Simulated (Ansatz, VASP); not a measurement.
# Two plane-wave programs on ZnS

File POSCAR:

```
ZnS
1.0
    2.7046500000     -2.7046500000      0.0000000000
    2.7046500000      0.0000000000     -2.7046500000
    6.7616250000      4.7331375000      4.7331375000
Zn S
3 3
Direct
    0.6354083333      0.6354083333      0.1250333333
   -0.1979250000     -0.1979250000      0.7917000000
    0.2187416667      0.2187416667      0.4583666667
    0.4479083333      0.4479083333      0.8750333333
    0.8645750000      0.8645750000      0.5417000000
    0.2812416667      0.2812416667      0.2083666667
```

Contents of INCAR.step1:

```
  PREC = Accurate
  ENCUT = 520
  ISMEAR = 0
  SIGMA = 0.05
  LREAL = F
  LASPH = T
  NELM = 100
  NBANDS = 36
  GGA = PE
  ALGO = Normal
  EDIFF = 1E-4
  LWAVE = T
  LCHARG = F
```

INCAR.step2

```
  PREC = Accurate
  ENCUT = 520
  EDIFF = 1E-7
  ISMEAR = 0
  SIGMA = 0.05
  LREAL = F
  LASPH = T
  NELM = 100
  ALGO = Normal
  ISIF = 2
  LWAVE = F
  LCHARG = T
  METAGGA = R2SCAN
  LMIXTAU = T
  LELF = T
  LVHAR = T
  NBANDS = 36
  ISTART = 1
```

KPOINTS

```
regular mesh
0
Gamma
  7 7 3
```

Input for Ansatz:

```yaml
crystal:
  lattice:
    - [2.70465, -2.70465, 0.0]
    - [2.70465, 0.0, -2.70465]
    - [6.761625, 4.7331375, 4.7331375]
  atoms:
    - { symbol: Zn, position: [0.6354083333, 0.6354083333, 0.1250333333] }
    - { symbol: Zn, position: [-0.197925, -0.197925, 0.7917] }
    - { symbol: Zn, position: [0.2187416667, 0.2187416667, 0.4583666667] }
    - { symbol: S, position: [0.4479083333, 0.4479083333, 0.8750333333] }
    - { symbol: S, position: [0.864575, 0.864575, 0.5417] }
    - { symbol: S, position: [0.2812416667, 0.2812416667, 0.2083666667] }
basis:
  ecutwfc: 500
kpoints:
  mp_grid: { grid: [7, 7, 3] }
hamiltonian:
  xc: r2scan
scf:
  occupations: { method: gaussian, width: 0.05 }
output:
  forces: true
  stress: true
  eigenvalues: true
```

Alike in both runs: task single point; functional r2SCAN; k mesh 7 × 7 × 3; occupations gaussian, width 0.05 eV; no spin polarisation.

|  | VASP | Ansatz |
| --- | --- | --- |
| version | VASP 6.6.1 | Ansatz 0.2.0 |
| potentials or method | VASP PAW PBE potentials, release 64 (Zn, S), cutoff 520 eV | scalar-relativistic, plane waves, PAW |
| valence electrons in the cell | 54 | 54 |

|  | VASP | Ansatz | Ansatz less VASP |
| --- | --- | --- | --- |
| gap on the k mesh at the Fermi level (eV) | 1.60 | 1.59 | -0.005 |
| least direct gap on the mesh (eV) | 1.60 | 1.59 | -0.005 |
| pressure (GPa) | -1.1 | -1.1 | -0.03 |
| traceless stress, the component that is largest in VASP (GPa) | -3.05 | -3.05 | +0.005 |
| rms of the force components (eV/Å) | 0.206 | 0.205 | -0.0015 |

VASP's potentials were made for PBE, not for r2SCAN. Atom by atom the forces differ by 0.005 eV/Å (rms over components). With one functional, cell and mesh, what is left measures potentials, basis and numerics.
